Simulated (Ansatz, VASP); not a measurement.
MgO: VASP beside Ansatz

File INCAR:

```
PREC = Accurate
ENCUT = 600
EDIFF = 1E-7
ISMEAR = 0
SIGMA = 0.02
LREAL = F
LASPH = T
NELM = 60
ALGO = Normal
ISIF = 3
LWAVE = F
LCHARG = F
GGA = PE
IBRION = 2
NSW = 65
EDIFFG = -0.01
```

KPOINTS

```
Automatic mesh
0
Gamma
  12 12 3
```

Contents of POSCAR:

```
MgO
1.0
    3.3137906492      0.0000000000      0.0000000000
   -1.6568953246      2.8698268851      0.0000000000
    0.0000000000      0.0000000000      7.6856324881
Mg O
3 3
Direct
    0.0000000000      0.0000000000      0.0000000000
    0.3333333333      0.6666666667      0.3333333333
    0.6666666667      0.3333333333      0.6666666667
    0.0000000000      0.0000000000      0.2500000000
    0.3333333333      0.6666666667      0.5833333333
    0.6666666667      0.3333333333      0.9166666667
```

Input for Ansatz:

```yaml
crystal:
  lattice:
    - [3.3137906492, 0.0, 0.0]
    - [-1.6568953246, 2.8698268851, 0.0]
    - [0.0, 0.0, 7.6856324881]
  atoms:
    - { symbol: Mg, position: [0.0, 0.0, 0.0] }
    - { symbol: O, position: [0.0, 0.0, 0.25] }
    - { symbol: Mg, position: [0.3333333333, 0.6666666667, 0.3333333333] }
    - { symbol: O, position: [0.3333333333, 0.6666666667, 0.5833333333] }
    - { symbol: Mg, position: [0.6666666667, 0.3333333333, 0.6666666667] }
    - { symbol: O, position: [0.6666666667, 0.3333333333, 0.9166666667] }
basis:
  ecutwfc: 420
kpoints:
  mp_grid: { grid: [12, 12, 3] }
hamiltonian:
  xc: pbe
scf:
  occupations: { method: gaussian, width: 0.02 }
output:
  forces: true
  stress: true
  eigenvalues: true
  populations: true
  write_density: true
  write_potential: true
  elf: true
  volumetric_format: npy
relax:
  adjacent_minimum: "off"
  f_tol: 0.01
  max_steps: 45
  cell: { stress_tol: 0.05 }
```

Alike in both runs: task relaxation of cell and atoms; functional PBE; k mesh 12 × 12 × 3; occupations gaussian, width 0.02 eV; no spin polarisation.

```csv
,VASP,Ansatz
version,VASP 6.6.1,Ansatz 0.2.0
potentials or method,"VASP PAW PBE potentials, release 64 (Mg, O), cutoff 600 eV","scalar-relativistic, plane waves, PAW"
valence electrons in the cell,24,48
```

```tsv
	VASP	Ansatz	Ansatz less VASP
gap on the k mesh at the Fermi level, each at its own relaxed structure (eV)	3.49	3.48	-0.014
relaxed volume (Å³/atom)	12.20	12.27	+0.067
relaxed cell length with the largest relative difference (Å)	3.255	3.262	+0.0067
```

VASP's potentials hold 24 valence electrons a cell and Ansatz's 48, so a difference there can come from the potentials and not from the codes.
